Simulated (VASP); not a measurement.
# Si3IrRu (P3m1) in VASP: notebook, part 2 of 3

VASP 6.6.1. Earlier steps stand in the parts before.

## Step 3: Single point, PBE

This run uses another cell than the first one, of 15.52 Å³/atom.

INCAR

```
SYSTEM = Si3IrRu
ALGO     = Normal         ! electronic algorithm
EDIFF    = 1E-6           ! SCF threshold, eV
ENCUT    = 520            ! plane-wave cutoff, eV
GGA      = PE             ! functional
ISIF     = 2              ! what is computed and relaxed
ISMEAR   = 0              ! smearing method
LASPH    = .True.         ! aspherical terms in the spheres
LCHARG   = .True.         ! write CHGCAR
LELF     = .True.         ! ELF
LREAL    = .False.        ! projectors in reciprocal space
LVHAR    = .True.       
LWAVE    = .False.        ! write WAVECAR
NBANDS   = 26             ! bands
NELM     = 60             ! most SCF steps
PREC     = Accurate       ! precision mode
SIGMA    = 0.1            ! smearing width, eV
```

KPOINTS

```
k-points
0
Gamma
  12 12 6
  0 0 0
```

POSCAR

```
Si3IrRu
1.0
    3.9725332816      0.0000000000      0.0000000000
   -1.9862666408      3.4403147393      0.0000000000
    0.0000000000      0.0000000000      5.6793744974
Si Ru Ir
3 1 1
Direct
    0.0000000000      0.0000000000      0.8615142499
    0.6666666667      0.3333333333      0.0632858713
    0.0000000000      0.0000000000      0.4178088355
    0.3333333333      0.6666666667      0.8092404682
    0.6666666667      0.3333333333      0.4782451849
```

Potentials or basis: VASP PAW PBE potentials, release 64 (Si, Ru_pv, Ir).

The run is started by

```console
$ cat potpaw_PBE.64/Si/POTCAR potpaw_PBE.64/Ru_pv/POTCAR potpaw_PBE.64/Ir/POTCAR > POTCAR
$ mpirun -np 1 vasp_std > vasp.out
```

OUTCAR:

```text
SYSTEM = Si3IrRu
   EDIFF = 1E-6
   ENCUT = 520
   GGA = PE
   ISIF = 2
   ISMEAR = 0
   LASPH = .True.
   LREAL = .False.
   NELM = 60
   PREC = Accurate

 ion  position               nearest neighbor table
   1  0.000  0.000  0.862-   4 2.31   4 2.31   4 2.31   3 2.52   2 2.56   2 2.56   2 2.56   5 3.16
                             5 3.16   5 3.16
   2  0.667  0.333  0.063-   5 2.36   1 2.56   1 2.56   1 2.56   4 2.71   4 2.71   4 2.71   3 3.05
                             3 3.05   3 3.05
   3  0.000  0.000  0.418-   5 2.32   5 2.32   5 2.32   1 2.52   2 3.05   2 3.05   2 3.05   4 3.19
                             4 3.19   4 3.19
   4  0.333  0.667  0.809-   1 2.31   1 2.31   1 2.31   2 2.71   2 2.71   2 2.71   5 2.97   5 2.97
                             5 2.97   3 3.19   3 3.19   3 3.19
   5  0.667  0.333  0.478-   3 2.32   3 2.32   3 2.32   2 2.36   4 2.97   4 2.97   4 2.97   1 3.16
                             1 3.16   1 3.16

  LATTYP: Found a hexagonal cell.
 ALAT       =     3.9725332816
 C/A-ratio  =     1.4296606459

  Lattice vectors:

 A1 = (   3.9725332816,   0.0000000000,   0.0000000000)
 A2 = (  -1.9862666408,   3.4403147393,   0.0000000000)
 A3 = (   0.0000000000,   0.0000000000,   5.6793744974)

Analysis of symmetry for initial positions (statically):
=====================================================================
 Subroutine PRICEL returns:
 Original cell was already a primitive cell.

 Routine SETGRP: Setting up the symmetry group for a
 hexagonal supercell.

 Subroutine GETGRP returns: Found  6 space group operations
 (whereof  6 operations were pure point group operations)
 out of a pool of 24 trial point group operations.

The static configuration has the point symmetry C_3v.

Analysis of symmetry for dynamics (positions and initial velocities):
=====================================================================
 Subroutine PRICEL returns:
 Original cell was already a primitive cell.

 Routine SETGRP: Setting up the symmetry group for a
 hexagonal supercell.

 Subroutine GETGRP returns: Found  6 space group operations
 (whereof  6 operations were pure point group operations)
 out of a pool of 24 trial point group operations.

The dynamic configuration has the point symmetry C_3v.

 Subroutine INISYM returns: Found  6 space group operations
 (whereof  6 operations are pure point group operations),
 and found     1 'primitive' translations

----------------------------------------------------------------------------------------

                                     Primitive cell

  volume of cell :      77.6187

  direct lattice vectors                    reciprocal lattice vectors
     3.972533282  0.000000000  0.000000000     0.251728539  0.145335540  0.000000000
    -1.986266641  3.440314739  0.000000000     0.000000000  0.290671080  0.000000000
     0.000000000  0.000000000  5.679374497     0.000000000  0.000000000  0.176075728

  length of vectors
     3.972533282  3.972533282  5.679374497     0.290671080  0.290671080  0.176075728

  position of ions in fractional coordinates (direct lattice)
     0.000000000  0.000000000  0.861514250
     0.666666667  0.333333333  0.063285871
     0.000000000  0.000000000  0.417808835
     0.333333333  0.666666667  0.809240468
     0.666666667  0.333333333  0.478245185

  ion indices of the primitive-cell ions
   primitive index   ion index
                 1           1
                 2           2
                 3           3
                 4           4
[... 27 lines left out ...]

 Following reciprocal coordinates:
            Coordinates               Weight
  0.000000  0.000000  0.000000      1.000000
  0.083333 -0.000000  0.000000      6.000000
  0.166667 -0.000000  0.000000      6.000000
  0.250000  0.000000  0.000000      6.000000
  0.333333 -0.000000  0.000000      6.000000
  0.416667 -0.000000  0.000000      6.000000
[... 16 lines left out ...]
  0.166667 -0.000000  0.166667      6.000000
  0.000000  0.166667  0.166667      6.000000
 [... further k-points ...]
   k-points           NKPTS =    100   k-points in BZ     NKDIM =    100   number of bands    NBANDS=     26
   number of dos      NEDOS =    301   number of ions     NIONS =      5
   total plane-waves  NPLWV =  37800
   dimension x,y,z NGX =    30 NGY =   30 NGZ =   42
   dimension x,y,z NGXF=    60 NGYF=   60 NGZF=   84
   ions per type =               3   1   1
   NGX,Y,Z   is equivalent  to a cutoff of  12.55, 12.55, 12.29 a.u.
   NGXF,Y,Z  is equivalent  to a cutoff of  25.11, 25.11, 24.59 a.u.
 SYSTEM =  Si3IrRu
   PREC   = accura    normal or accurate (medium, high low for compatibility)
   ISTART =      0    job   : 0-new  1-cont  2-samecut
   ICHARG =      2    charge: 1-file 2-atom 10-const
   ISPIN  =      1    spin polarized calculation?
   LNONCOLLINEAR =      F non collinear calculations
   LSORBIT =      F    spin-orbit coupling
   LASPH  =      T    aspherical Exc in radial PAW
   ENCUT  =  520.0 eV  38.22 Ry    6.18 a.u.   7.39  7.39 10.56*2*pi/ulx,y,z
   NELM   =     60;   NELMIN=  2; NELMDL= -5     # of ELM steps
   EDIFF  = 0.1E-05   stopping-criterion for ELM
   LREAL  =      F    real-space projection
   EDIFFG = 0.1E-04   stopping-criterion for IOM
   NSW    =      0    number of steps for IOM
   IBRION =     -1    ionic relax: 0-MD 1-quasi-New 2-CG
   NFREE  =      0    steps in history (QN), initial steepest desc. (CG)
   ISIF   =      2    stress and relaxation
   ISYM   =      2    0-nonsym 1-usesym 2-fastsym
   POTIM  = 0.5000    time-step for ionic-motion
   TEBEG  =    0.0;   TEEND  =   0.0 temperature during run
   PSTRESS=    0.0 pullay stress
   NELECT =      35.0000    total number of electrons
   NUPDOWN=      -1.0000    fix difference up-down
   EMIN   =  10.00;   EMAX   =-10.00  energy-range for DOS
   EFERMI =   0.00;   METHOD = LEGACY
   ISMEAR =     0;   SIGMA  =   0.10  broadening in eV -4-tet -1-fermi 0-gaus
   EFERMI_NEDOS =   21; number of points for ismear=-14 and -15
   IALGO  =     38    algorithm
   IMIX   =      4    mixing-type and parameters
     AMIX     =   0.40;   BMIX     =  1.00
     AMIX_MAG =   1.60;   BMIX_MAG =  1.00
  volume/ion in A,a.u.               =      15.52       104.76
  Fermi-wavevector in a.u.,A,eV,Ry     =   1.255381  2.372325 21.442518  1.575981
  Thomas-Fermi vector in A             =   2.389140
   LORBIT       =      0    0 simple, 1 ext, 2 COOP (PROOUT), +10 PAW based schemes
   GGA     = PE    functional components
   LHFCALC =     F    Hartree Fock is set to
   AEXX    =    0.0000 exact exchange contribution
   IVDW    =     0    specifies the selected vdW correction
   LEPSILON=     F    determine dielectric tensor
   LRPA    =     F    only Hartree local field effects (RPA)
 non-spin polarized calculation
 Gauss-broadening in eV      SIGMA  =   0.10
  energy-cutoff  :      520.00
  volume of cell :       77.62
 maximum number of plane-waves:      2118
 NGX is ok and might be reduce to    30

 number of electron      35.0000012 magnetization

 Free energy of the ion-electron system (eV)
  ---------------------------------------------------
  ext. energy  EPLUGINS =         0.00000000
  ---------------------------------------------------
  free energy    TOTEN  =       -35.50811615 eV

  energy without entropy =      -35.50171473  energy(sigma->0) =      -35.50491544

 E-fermi :   9.0435     XC(G=0): -11.6454

 val. band max:        9.0296548408   @ k =  -0.0833   0.2500   0.3333
 cond. band min:       9.0473121014   @ k =   0.1667  -0.0000   0.1667
 fundamental gap:      0.0176572605
 Fermi energy:         9.0434908595

 k-point     1 :       0.0000    0.0000    0.0000
  band No.  band energies     occupation
      1     -33.4859      2.00000
      2     -33.4859      2.00000
      3     -33.1712      2.00000
      4      -3.3935      2.00000
      5       0.2184      2.00000
      6       1.8365      2.00000
[... 685 lines left out ...]
     25      14.7344      0.00000
     26      15.1888      0.00000

 [... further k-points ...]
[... 5 lines left out ...]
  --------------------------------------------------------------------------------------
  -------------------------------------------------------------------------------------
  Total        0.0903341      0.0903341      0.0384332      0.0000000      0.0000000      0.0000000
  in kB        1.8646443      1.8646443      0.7933248      0.0000000      0.0000000      0.0000000
  external PRESSURE =       1.5075378 kB  Pullay stress =       0.0000000 kB

 VOLUME and BASIS-vectors are now :
 -----------------------------------------------------------------------------
  energy-cutoff  :      520.00
  volume of cell :       77.62
      direct lattice vectors                 reciprocal lattice vectors
     3.972533282  0.000000000  0.000000000     0.251728539  0.145335540  0.000000000
    -1.986266641  3.440314739  0.000000000     0.000000000  0.290671080  0.000000000
     0.000000000  0.000000000  5.679374497     0.000000000  0.000000000  0.176075728

 POSITION                                       TOTAL-FORCE (eV/Angst)
 -----------------------------------------------------------------------------------
      0.00000      0.00000      4.89286         0.000000      0.000000     -0.005808
      1.98627      1.14677      0.35942        -0.000000      0.000000     -0.034878
      0.00000      0.00000      2.37289        -0.000000      0.000000     -0.000704
     -0.00000      2.29354      4.59598        -0.000000     -0.000000      0.005650
      1.98627      1.14677      2.71613         0.000000      0.000000      0.035740
 -----------------------------------------------------------------------------------
    total drift:                                0.000000     -0.000000      0.000919

  FREE ENERGIE OF THE ION-ELECTRON SYSTEM (eV)
  ---------------------------------------------------
  free  energy   TOTEN  =       -35.5081161541 eV

  energy  without entropy=      -35.5017147312  energy(sigma->0) =      -35.50491544
```

It took 4.6 min on 1 thread of Intel Xeon 8259CL, shared host; peak memory 0.34 GiB.

Results:

| Property | Result |
| --- | --- |
| Free energy | -35.5081 eV |
| Pressure | 0.2 GPa |
| Largest force | 0.036 eV/Å |
| Band gap on the k mesh | zero (an odd number of electrons rules out a gap without spin polarisation) |

Forces in eV/Å, atoms in the order of the input:
```
Si   0.000  0.000 -0.006
Si   0.000  0.000 -0.035
Si   0.000  0.000 -0.001
Ru   0.000  0.000  0.006
Ir   0.000  0.000  0.036
```

Caveat: spin-orbit coupling is left out, which moves the levels of the heavy elements.

## Step 4: Single point, PBE

This run uses another cell than the first one: it holds 10 atoms, not 5.

INCAR

```
SYSTEM = Si3IrRu
PREC = Accurate ; ENCUT = 520
EDIFF = 1E-7 ; ISMEAR = 0
SIGMA = 0.2 ; LREAL = .FALSE.
LASPH = .TRUE. ; NELM = 80
ALGO = Normal ; ISIF = 2
LWAVE = .FALSE. ; LCHARG = .TRUE.
GGA = PE ; LELF = .TRUE.
LVHAR = .TRUE. ; NBANDS = 46
```

KPOINTS

```
regular mesh
0
G
  6 4 4
  0 0 0
```

POSCAR

```
Si3IrRu
1.0
   -3.9725332816      0.0000000000      0.0000000000
    0.0000000000      0.0000000000     -5.6793744974
    0.0000000001     -6.8806294786      0.0000000000
Si Ru Ir
6 2 2
Direct
    0.5000000000      0.1384857501      0.5000000000
    1.0000000000      0.1384857501      0.0000000000
    0.5000000000      0.9367141287      0.8333333333
    1.0000000000      0.9367141287      0.3333333333
    0.5000000000      0.5821911645      0.5000000000
    1.0000000000      0.5821911645      0.0000000000
    1.0000000000      0.1907595318      0.6666666667
    0.5000000000      0.1907595318      0.1666666667
    0.5000000000      0.5217548151      0.8333333333
    1.0000000000      0.5217548151      0.3333333333
```

Potentials or basis: VASP PAW PBE potentials, release 64 (Si, Ru_pv, Ir).

The run is started by

```console
$ cat potpaw_PBE.64/Si/POTCAR potpaw_PBE.64/Ru_pv/POTCAR potpaw_PBE.64/Ir/POTCAR > POTCAR
$ mpirun -np 1 vasp_std > vasp.out
```

OUTCAR:

```text
SYSTEM = Si3IrRu
   PREC = Accurate
   ENCUT = 520
   EDIFF = 1E-7
   ISMEAR = 0
   LREAL = .FALSE.
   LASPH = .TRUE.
   NELM = 80
   ISIF = 2
   GGA = PE

 ion  position               nearest neighbor table
   1  0.500  0.138  0.500-   8 2.31   7 2.31   7 2.31   5 2.52   3 2.56   4 2.56   4 2.56   9 3.16
                            10 3.16  10 3.16
   2  0.000  0.138  0.000-   7 2.31   8 2.31   8 2.31   6 2.52   4 2.56   3 2.56   3 2.56  10 3.16
                             9 3.16   9 3.16
   3  0.500  0.937  0.833-   9 2.36   1 2.56   2 2.56   2 2.56   7 2.71   7 2.71   8 2.71   5 3.05
                             6 3.05   6 3.05
   4  0.000  0.937  0.333-  10 2.36   2 2.56   1 2.56   1 2.56   8 2.71   8 2.71   7 2.71   6 3.05
                             5 3.05   5 3.05
   5  0.500  0.582  0.500-   9 2.32  10 2.32  10 2.32   1 2.52   3 3.05   4 3.05   4 3.05   8 3.19
                             7 3.19   7 3.19
   6  0.000  0.582  0.000-  10 2.32   9 2.32   9 2.32   2 2.52   4 3.05   3 3.05   3 3.05   7 3.19
                             8 3.19   8 3.19
   7  0.000  0.191  0.667-   2 2.31   1 2.31   1 2.31   3 2.71   3 2.71   4 2.71   9 2.97   9 2.97
                            10 2.97   6 3.19   5 3.19   5 3.19
   8  0.500  0.191  0.167-   1 2.31   2 2.31   2 2.31   4 2.71   4 2.71   3 2.71  10 2.97  10 2.97
                             9 2.97   5 3.19   6 3.19   6 3.19
[... 232 lines left out ...]
      5     -33.1709      2.00000
      6     -33.1693      2.00000
[... 1165 lines left out ...]
     45      13.6206      0.00000
     46      13.6206      0.00000

 [... further k-points ...]
[... 5 lines left out ...]
  --------------------------------------------------------------------------------------
  -------------------------------------------------------------------------------------
  Total        0.2517681      0.3428893      0.0786105     -0.0000000      0.0201596     -0.0000000
  in kB        2.5984546      3.5388996      0.8113256     -0.0000000      0.2080642     -0.0000000
  external PRESSURE =       2.3162266 kB  Pullay stress =       0.0000000 kB

 VOLUME and BASIS-vectors are now :
 -----------------------------------------------------------------------------
  energy-cutoff  :      520.00
  volume of cell :      155.24
      direct lattice vectors                 reciprocal lattice vectors
    -3.972533282  0.000000000  0.000000000    -0.251728539 -0.000000000  0.000000000
     0.000000000  0.000000000 -5.679374497     0.000000000  0.000000000 -0.176075728
     0.000000000 -6.880629479  0.000000000     0.000000000 -0.145335540  0.000000000

 POSITION                                       TOTAL-FORCE (eV/Angst)
 -----------------------------------------------------------------------------------
     -1.98627     -3.44031     -0.78651        -0.000000      0.005505      0.002393
      0.00000      0.00000     -0.78651        -0.000000      0.005505      0.002393
     -1.98627     -5.73386     -5.31995        -0.000000      0.001778     -0.045643
      0.00000     -2.29354     -5.31995        -0.000000      0.001778     -0.045643
     -1.98627     -3.44031     -3.30648         0.000000     -0.023022      0.003166
      0.00000      0.00000     -3.30648         0.000000     -0.023022      0.003166
      0.00000     -4.58709     -1.08339        -0.000000      0.010753      0.012567
     -1.98627     -1.14677     -1.08339        -0.000000      0.010753      0.012567
     -1.98627     -5.73386     -2.96324        -0.000000      0.004987      0.027517
      0.00000     -2.29354     -2.96324        -0.000000      0.004987      0.027517
 -----------------------------------------------------------------------------------
    total drift:                               -0.000000      0.000118      0.000838

  FREE ENERGIE OF THE ION-ELECTRON SYSTEM (eV)
  ---------------------------------------------------
  free  energy   TOTEN  =       -71.0334676639 eV

  energy  without entropy=      -70.9755353838  energy(sigma->0) =      -71.00450152
```

It took 7.6 min on 1 thread of Intel Xeon 8259CL, shared host; peak memory 0.4 GiB.

Results:

| Item | Value |
| --- | --- |
| Free energy | -71.0335 eV |
| Pressure | 0.2 GPa |
| Largest force | 0.046 eV/Å |
| Band gap on the k mesh | zero (bands 35 and 36 overlap by 1.73 eV) |

Forces in eV/Å, atoms in the order of the input:
```
Si   0.000  0.006  0.002
Si   0.000  0.006  0.002
Si   0.000  0.002 -0.046
Si   0.000  0.002 -0.046
Si   0.000 -0.023  0.003
Si   0.000 -0.023  0.003
Ru   0.000  0.011  0.013
Ru   0.000  0.011  0.013
Ir   0.000  0.005  0.028
Ir   0.000  0.005  0.028
```

Caveat: spin-orbit coupling is left out, which moves the levels of the heavy elements.

(Part 2 of 3 ends here.)
